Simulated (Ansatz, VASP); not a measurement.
**NbTe in VASP and in Ansatz**

Contents of INCAR:

```
SYSTEM = NbTe
PREC     = Accurate       ! precision mode
ENCUT    = 520            ! plane-wave cutoff, eV
EDIFF    = 1E-6           ! SCF threshold, eV
ISMEAR   = 0              ! smearing method
SIGMA    = 0.018000000000000002 ! smearing width, eV
LREAL    = .FALSE.        ! projectors in reciprocal space
LASPH    = .TRUE.         ! aspherical terms in the spheres
NELM     = 60             ! most SCF steps
ALGO     = Normal         ! electronic algorithm
ISIF     = 2              ! what is computed and relaxed
LWAVE    = .FALSE.        ! write WAVECAR
LCHARG   = .FALSE.        ! write CHGCAR
GGA      = PE             ! functional
NBANDS   = 16             ! bands
```

KPOINTS

```
Automatic mesh
0
G
  8 8 7
  0 0 0
```

File POSCAR:

```
NbTe
1.0
    3.7029743866      0.0000000000      0.0000000000
   -1.8514871933      3.2068698884      0.0000000000
    0.0000000000      0.0000000000      3.6942110000
Te Nb
1 1
Direct
    0.6666666667      0.3333333333      0.0000000000
    0.0000000000      0.0000000000      0.5000000000
```

Contents of input.yaml:

```yaml
crystal:
  lattice:
    - [3.7029743866, 0.0, 0.0]
    - [-1.8514871933, 3.2068698884, 0.0]
    - [0.0, 0.0, 3.694211]
  atoms:
    - { symbol: Te, position: [0.6666666667, 0.3333333333, 0.0] }
    - { symbol: Nb, position: [0.0, 0.0, 0.5] }
hamiltonian:
  xc: pbe
  pseudopotentials: { kind: paw }
kpoints:
  mp_grid: { grid: [8, 8, 7] }
scf:
  occupations: { method: gaussian, width: 0.018 }
output:
  forces: true
  stress: true
  eigenvalues: true
```

Alike in both runs: task single point; functional PBE; k mesh 8 × 8 × 7; occupations gaussian, width 0.018 eV; no spin polarisation.

|  | VASP | Ansatz |
| --- | --- | --- |
| version | VASP 6.6.1 | Ansatz 0.2.0 |
| potentials or method | VASP PAW PBE potentials, release 64 (Te, Nb_sv) | Ansatz PAW |
| plane-wave cutoff (eV) | 520 | 420 |
| valence electrons in the cell | 19 | 29 |

Ansatz gave:

| Item | Value |
| --- | --- |
| gap on the k mesh at the Fermi level (eV) | none |
| pressure (GPa) | -0.6 |
| traceless stress, the component that is largest in VASP (GPa) | 0.86 |

Question: What did VASP give for the same quantities?

Answer: gap on the k mesh at the Fermi level (eV): none; pressure (GPa): -0.8; traceless stress, the component that is largest in VASP (GPa): 0.82.

A gap of «none» marks a metal or a gap that the smearing closes. With one functional, cell and mesh, what is left measures potentials, basis and numerics. VASP's potentials hold 19 valence electrons a cell and Ansatz's 29, so a difference there can come from the potentials and not from the codes.

Neither program's run includes spin-orbit coupling.
